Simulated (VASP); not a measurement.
# Ti in VASP: single point with BLYP

Aim: the single point of Ti with BLYP.

Everything below comes from runs of VASP 6.6.1. Logs are shortened: lines on timing, memory, paths and dates and some standing lists are left out, and cuts for length are marked.

### 1 The cell of the first run

The typed cell holds 2 atoms: a = 2.963 Å, b = 2.963 Å, c = 5.545 Å, α = 105.49°, β = 105.49°, γ = 120.00°.

### 2 Single point, BLYP

The input, INCAR:

```
PREC     = Accurate       # precision mode
ENCUT    = 520            # plane-wave cutoff, eV
EDIFF    = 1E-6           # SCF threshold, eV
ISMEAR   = -1             # smearing method
SIGMA    = 0.1            # smearing width, eV
LREAL    = F              # projectors in reciprocal space
LASPH    = T              # aspherical terms in the spheres
NELM     = 80             # most SCF steps
ALGO     = Normal         # electronic algorithm
ISIF     = 2              # what is computed and relaxed
LWAVE    = F              # write WAVECAR
LCHARG   = F              # write CHGCAR
GGA      = B5             # functional
ALDAX    = 1.0          
AGGAX    = 1.0          
AGGAC    = 1.0          
ALDAC    = 0.0          
NBANDS   = 19             # bands
```

The input, KPOINTS:

```
Automatic mesh
0
Gamma
  23 23 11
```

The input, POSCAR:

```
Ti
1.0
   -1.9934980036      1.6349768922      1.4593661329
    1.6349768922     -1.9934980036      1.4593661329
    3.6241684320      3.6241684320     -2.1159982050
Ti
2
Direct
    0.9583483055      0.0416516945      1.0000000000
    0.7916516945      0.2083483055      0.5000000000
```

Potentials or basis: VASP PAW PBE potentials, release 64 (Ti_sv).

The run is started by

```sh
$ cat potpaw_PBE.64/Ti_sv/POTCAR > POTCAR
$ mpirun -np 1 vasp_std > vasp.out
```

OUTCAR:

```text
PREC = Accurate
   ENCUT = 520
   EDIFF = 1E-6
   ISMEAR = -1
   LREAL = F
   LASPH = T
   NELM = 80
   ISIF = 2
   GGA = B5

 ion  position               nearest neighbor table
   1  0.958  0.042  0.000-   2 2.90   2 2.90   2 2.90   2 2.90   2 2.90   2 2.90
   2  0.792  0.208  0.500-   1 2.90   1 2.90   1 2.90   1 2.90   1 2.90   1 2.90

  Warning from LATTYP: Got some problem with cell dimensions!
  Tried to take original basis but could not verify dimensions!
  LATTYP: Found a base centered monoclinic cell.
 ALAT       =     2.9624437234
 B/A-ratio  =     1.7321640131
 C/A-ratio  =     1.5823312433
 COS(beta)  =    -0.0000978487

  Lattice vectors:

 A1 = (   1.9934980036,  -1.6349768922,  -1.4593661329)
 A2 = (  -1.6349768922,   1.9934980036,  -1.4593661329)
 A3 = (   3.2656473206,   3.2656473206,   0.8027340608)

Analysis of symmetry for initial positions (statically):
=====================================================================
 Subroutine PRICEL returns:
 Original cell was already a primitive cell.

 Routine SETGRP: Setting up the symmetry group for a
 base centered monoclinic supercell.

 Subroutine GETGRP returns: Found  4 space group operations
 (whereof  2 operations were pure point group operations)
 out of a pool of  4 trial point group operations.

The static configuration has the point symmetry C_2 .
 The point group associated with its full space group is C_2h.

Analysis of symmetry for dynamics (positions and initial velocities):
=====================================================================
 Subroutine PRICEL returns:
 Original cell was already a primitive cell.

 Routine SETGRP: Setting up the symmetry group for a
 base centered monoclinic supercell.

 Subroutine GETGRP returns: Found  4 space group operations
 (whereof  2 operations were pure point group operations)
 out of a pool of  4 trial point group operations.

The dynamic configuration has the point symmetry C_2 .
 The point group associated with its full space group is C_2h.

 Subroutine INISYM returns: Found  4 space group operations
 (whereof  2 operations are pure point group operations),
 and found     1 'primitive' translations

----------------------------------------------------------------------------------------

                                     Primitive cell

  volume of cell :      35.6293

  direct lattice vectors                    reciprocal lattice vectors
    -1.993498004  1.634976892  1.459366133    -0.030052564  0.245545319  0.369084453
     1.634976892 -1.993498004  1.459366133     0.245545319 -0.030052564  0.369084453
     3.624168432  3.624168432 -2.115998205     0.148621501  0.148621501  0.036511705

  length of vectors
     2.962588942  2.962588942  5.544965469     0.444318572  0.444318572  0.213330273

  position of ions in fractional coordinates (direct lattice)
     0.958348306  0.041651694  0.000000000
     0.791651694  0.208348306  0.500000000

  ion indices of the primitive-cell ions
   primitive index   ion index
                 1           1
                 2           2

----------------------------------------------------------------------------------------

 KPOINTS: Automatic mesh

Automatic generation of k-mesh.
 Grid dimensions read from file:
 generate k-points for:   23   23   11

 Generating k-lattice:

  Cartesian coordinates                     Fractional coordinates (reciprocal lattice)
    -0.001306633  0.010675883  0.016047150     0.043478261  0.000000000 -0.000000000
     0.010675883 -0.001306633  0.016047150     0.000000000  0.043478261 -0.000000000
     0.013511046  0.013511046  0.003319246    -0.000000000 -0.000000000  0.090909091

  Length of vectors
     0.019318199  0.019318199  0.019393661

  Shift w.r.t. Gamma in fractional coordinates (k-lattice)
     0.000000000  0.000000000  0.000000000

 Subroutine IBZKPT returns following result:
 ===========================================

 Found   1524 irreducible k-points:

 Following reciprocal coordinates:
            Coordinates               Weight
  0.000000  0.000000  0.000000      1.000000
  0.043478 -0.000000  0.000000      4.000000
  0.086957 -0.000000  0.000000      4.000000
  0.130435  0.000000 -0.000000      4.000000
  0.173913 -0.000000  0.000000      4.000000
  0.217391 -0.000000  0.000000      4.000000
[... 16 lines left out ...]
  0.478261  0.043478  0.000000      4.000000
 -0.478261  0.043478  0.000000      4.000000
 [... further k-points ...]
   k-points           NKPTS =   1524   k-points in BZ     NKDIM =   1524   number of bands    NBANDS=     19
   number of dos      NEDOS =    301   number of ions     NIONS =      2
   total plane-waves  NPLWV =  24192
   dimension x,y,z NGX =    24 NGY =   24 NGZ =   42
   dimension x,y,z NGXF=    48 NGYF=   48 NGZF=   84
   ions per type =               2
   NGX,Y,Z   is equivalent  to a cutoff of  13.47, 13.47, 12.59 a.u.
   NGXF,Y,Z  is equivalent  to a cutoff of  26.94, 26.94, 25.18 a.u.
 SYSTEM =  unknown system
   PREC   = accura    normal or accurate (medium, high low for compatibility)
   ISTART =      0    job   : 0-new  1-cont  2-samecut
   ICHARG =      2    charge: 1-file 2-atom 10-const
   ISPIN  =      1    spin polarized calculation?
   LNONCOLLINEAR =      F non collinear calculations
   LSORBIT =      F    spin-orbit coupling
   LASPH  =      T    aspherical Exc in radial PAW
   ENCUT  =  520.0 eV  38.22 Ry    6.18 a.u.   5.51  5.51 10.31*2*pi/ulx,y,z
   NELM   =     80;   NELMIN=  2; NELMDL= -5     # of ELM steps
   EDIFF  = 0.1E-05   stopping-criterion for ELM
   LREAL  =      F    real-space projection
   EDIFFG = 0.1E-04   stopping-criterion for IOM
   NSW    =      0    number of steps for IOM
   IBRION =     -1    ionic relax: 0-MD 1-quasi-New 2-CG
   NFREE  =      0    steps in history (QN), initial steepest desc. (CG)
   ISIF   =      2    stress and relaxation
   ISYM   =      2    0-nonsym 1-usesym 2-fastsym
   POTIM  = 0.5000    time-step for ionic-motion
   TEBEG  =    0.0;   TEEND  =   0.0 temperature during run
   PSTRESS=    0.0 pullay stress
   NELECT =      24.0000    total number of electrons
   NUPDOWN=      -1.0000    fix difference up-down
   EMIN   =  10.00;   EMAX   =-10.00  energy-range for DOS
   EFERMI =   0.00;   METHOD = LEGACY
   ISMEAR =    -1;   SIGMA  =   0.10  broadening in eV -4-tet -1-fermi 0-gaus
   EFERMI_NEDOS =   21; number of points for ismear=-14 and -15
   IALGO  =     38    algorithm
   IMIX   =      4    mixing-type and parameters
     AMIX     =   0.40;   BMIX     =  1.00
     AMIX_MAG =   1.60;   BMIX_MAG =  1.00
  volume/ion in A,a.u.               =      17.81       120.22
  Fermi-wavevector in a.u.,A,eV,Ry     =   1.435081  2.711909 28.020609  2.059457
  Thomas-Fermi vector in A             =   2.554419
   LORBIT       =      0    0 simple, 1 ext, 2 COOP (PROOUT), +10 PAW based schemes
   GGA     = B5    functional components
   LHFCALC =     F    Hartree Fock is set to
   AEXX    =    0.0000 exact exchange contribution
   IVDW    =     0    specifies the selected vdW correction
   LEPSILON=     F    determine dielectric tensor
   LRPA    =     F    only Hartree local field effects (RPA)
 non-spin polarized calculation
  energy-cutoff  :      520.00
  volume of cell :       35.63
 maximum number of plane-waves:       994
 NGX is ok and might be reduce to    24
   NGX = 11   NGY = 11   NGZ = 21

 number of electron      24.0000001 magnetization

 Free energy of the ion-electron system (eV)
  ---------------------------------------------------
  ext. energy  EPLUGINS =         0.00000000
  ---------------------------------------------------
  free energy    TOTEN  =       -13.57835918 eV

  energy without entropy =      -13.49630183  energy(sigma->0) =      -13.53733050

 E-fermi :   8.4929     XC(G=0): -10.8441

 val. band max:        8.4918223915   @ k =  -0.0435   0.0435   0.4545
 cond. band min:       8.4929499759   @ k =   0.1739  -0.0000   0.0000
 fundamental gap:      0.0011275844
 Fermi energy:         8.4929053287

 k-point     1 :       0.0000    0.0000    0.0000
  band No.  band energies     occupation
      1     -48.1478      2.00000
      2     -48.0210      2.00000
      3     -24.8731      2.00000
      4     -24.2852      2.00000
      5     -24.2851      2.00000
      6     -24.2151      2.00000
[... 11 lines left out ...]
     18      10.0338      0.00000
     19      11.5002      0.00000

 k-point     2 :       0.0435   -0.0000    0.0000
  band No.  band energies     occupation
      1     -48.1455      2.00000
      2     -48.0209      2.00000
      3     -24.8663      2.00000
      4     -24.2925      2.00000
      5     -24.2874      2.00000
      6     -24.2206      2.00000
[... 11 lines left out ...]
     18      10.0245      0.00000
     19      11.5167      0.00000

 k-point     3 :       0.0870   -0.0000    0.0000
  band No.  band energies     occupation
      1     -48.1387      2.00000
      2     -48.0207      2.00000
      3     -24.8468      2.00000
      4     -24.3141      2.00000
      5     -24.2937      2.00000
      6     -24.2447      2.00000
[... 11 lines left out ...]
     18      10.0353      0.00000
     19      11.5574      0.00000

 k-point     4 :       0.1304    0.0000   -0.0000
  band No.  band energies     occupation
      1     -48.1280      2.00000
      2     -48.0202      2.00000
      3     -24.8168      2.00000
      4     -24.3476      2.00000
      5     -24.3032      2.00000
      6     -24.2917      2.00000
[... 11 lines left out ...]
     18      10.1375      0.00000
     19      11.6023      0.00000

 k-point     5 :       0.1739   -0.0000    0.0000
  band No.  band energies     occupation
      1     -48.1141      2.00000
      2     -48.0197      2.00000
      3     -24.7807      2.00000
      4     -24.3900      2.00000
      5     -24.3524      2.00000
      6     -24.3146      2.00000
[... 11 lines left out ...]
     18      10.3113      0.00000
     19      11.6314      0.00000

 k-point     6 :       0.2174   -0.0000    0.0000
  band No.  band energies     occupation
      1     -48.0980      2.00000
      2     -48.0190      2.00000
      3     -24.7453      2.00000
      4     -24.4433      2.00000
      5     -24.4111      2.00000
      6     -24.3263      2.00000
[... 11 lines left out ...]
     18      10.5283      0.00000
     19      11.6329      0.00000

 k-point     7 :       0.2609    0.0000   -0.0000
  band No.  band energies     occupation
      1     -48.0809      2.00000
      2     -48.0183      2.00000
      3     -24.7211      2.00000
      4     -24.5128      2.00000
      5     -24.4452      2.00000
      6     -24.3370      2.00000
[... 11 lines left out ...]
     18      10.7747      0.00000
     19      11.6086      0.00000

 k-point     8 :       0.3043   -0.0000   -0.0000
  band No.  band energies     occupation
      1     -48.0641      2.00000
      2     -48.0176      2.00000
      3     -24.7187      2.00000
      4     -24.5849      2.00000
      5     -24.4522      2.00000
      6     -24.3455      2.00000
[... 256 lines left out ...]
 k-point    20 :       0.3478    0.0435    0.0000
  band No.  band energies     occupation
      1     -48.0395      2.00000
      2     -48.0185      2.00000
      3     -24.7443      2.00000
      4     -24.6883      2.00000
      5     -24.4158      2.00000
      6     -24.3541      2.00000
[... 11 lines left out ...]
     18      11.5612      0.00000
     19      11.6533      0.00000

 k-point    21 :       0.3913    0.0435   -0.0000
  band No.  band energies     occupation
      1     -48.0286      2.00000
      2     -48.0181      2.00000
      3     -24.7649      2.00000
      4     -24.7347      2.00000
      5     -24.3962      2.00000
      6     -24.3572      2.00000
[... 11 lines left out ...]
     18      11.7171      0.00000
     19      11.8614      0.00000

 k-point    22 :       0.4348    0.0435   -0.0000
  band No.  band energies     occupation
      1     -48.0213      2.00000
      2     -48.0183      2.00000
      3     -24.7758      2.00000
      4     -24.7663      2.00000
      5     -24.3811      2.00000
      6     -24.3682      2.00000
[... 11 lines left out ...]
     18      11.7249      0.00000
     19      12.1516      0.00000

 k-point    23 :       0.4783    0.0435    0.0000
  band No.  band energies     occupation
      1     -48.0199      2.00000
      2     -48.0172      2.00000
      3     -24.7821      2.00000
      4     -24.7727      2.00000
      5     -24.3815      2.00000
      6     -24.3689      2.00000
[... 11 lines left out ...]
     18      11.7322      0.00000
     19      12.2131      0.00000

 k-point    24 :      -0.4783    0.0435    0.0000
  band No.  band energies     occupation
      1     -48.0242      2.00000
      2     -48.0153      2.00000
      3     -24.7822      2.00000
      4     -24.7539      2.00000
      5     -24.3963      2.00000
      6     -24.3586      2.00000
[... 11 lines left out ...]
     18      11.7630      0.00000
     19      12.0098      0.00000

 [... further k-points ...]

------------------------ aborting loop because EDIFF is reached ----------------------------------------

  FORCE on cell =-STRESS in cart. coord.  units (eV):
  Direction    XX          YY          ZZ          XY          YZ          ZX
  --------------------------------------------------------------------------------------
  -------------------------------------------------------------------------------------
  Total        0.0021714      0.0021714      0.0018870      0.0005227     -0.0003812     -0.0003812
  in kB        0.0976458      0.0976458      0.0848525      0.0235055     -0.0171432     -0.0171424
  external PRESSURE =       0.0933813 kB  Pullay stress =       0.0000000 kB

 VOLUME and BASIS-vectors are now :
 -----------------------------------------------------------------------------
  energy-cutoff  :      520.00
  volume of cell :       35.63
      direct lattice vectors                 reciprocal lattice vectors
    -1.993498004  1.634976892  1.459366133    -0.030052564  0.245545319  0.369084453
     1.634976892 -1.993498004  1.459366133     0.245545319 -0.030052564  0.369084453
     3.624168432  3.624168432 -2.115998205     0.148621501  0.148621501  0.036511705

 POSITION                                       TOTAL-FORCE (eV/Angst)
 -----------------------------------------------------------------------------------
     -1.84237      1.48384      1.45937         0.000011     -0.000011     -0.000000
      0.57457      2.69107      0.40137        -0.000011      0.000011      0.000000
 -----------------------------------------------------------------------------------
    total drift:                               -0.000000      0.000000      0.000000

  FREE ENERGIE OF THE ION-ELECTRON SYSTEM (eV)
  ---------------------------------------------------
  free  energy   TOTEN  =       -13.5783591814 eV

  energy  without entropy=      -13.4963018274  energy(sigma->0) =      -13.53733050
```

Run time: 5.8 min. Hardware: 1 thread of Intel Xeon 6975P-C (Granite Rapids), shared host; peak memory 0.86 GiB.

What came out:

| Property | Result |
| --- | --- |
| Free energy | -13.5784 eV |
| Pressure | 0.0 GPa |
| Band gap on the k mesh | zero (bands 12 and 13 overlap by 1.05 eV) |

Caveat: the PAW data sets were made with another functional, which shifts forces and pressure a little.
